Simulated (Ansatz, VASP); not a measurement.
## In2O3: VASP beside Ansatz

```
In O
1.0
     2.74350    1.58396    4.73993
    -2.74350    1.58396    4.73993
     0.00000   -3.16792    4.73993
In O
4 6
Cartesian
  0.0000 0.0000 5.1073
  0.0000 0.0000 2.0026
  0.0000 0.0000 9.1125
  0.0000 0.0000 12.2172
  -1.1236 1.5840 8.2949
  -0.8100 -1.7650 8.2949
  1.9335 0.1810 8.2949
  1.1236 -1.5840 5.9249
  0.8100 1.7650 5.9249
  -1.9335 -0.1810 5.9249
```

Change from the starting cell: z stretched by -2 %, ions relaxed.

Alike in both runs: functional PBE; k mesh 7 × 7 × 7; occupations fermi-dirac, width 0.02 eV; no spin polarisation.

Ansatz relaxed the structure, and its values are those at the end. VASP's run is a single point on that final structure, the one shown.

|  | VASP | Ansatz |
| --- | --- | --- |
| version | VASP 6.6.1 | Ansatz 0.2.0 |
| potentials or method | VASP PAW PBE potentials, release 64 (In_d, O) | plane-wave PAW, scalar-relativistic |
| plane-wave cutoff (eV) | 520 | 420 |
| valence electrons in the cell | 88 | 88 |

Ansatz gave:

| Item | Value |
| --- | --- |
| gap on the k mesh at the Fermi level (eV) | 1.37 |
| pressure (GPa) | 11.7 |
| rms of the force components (eV/Å) | 0.000 |

Which values does VASP return?

gap on the k mesh at the Fermi level (eV): 1.37; pressure (GPa): 12.3; rms of the force components (eV/Å): 0.007.

Ansatz's warnings: stress scf threshold loose.
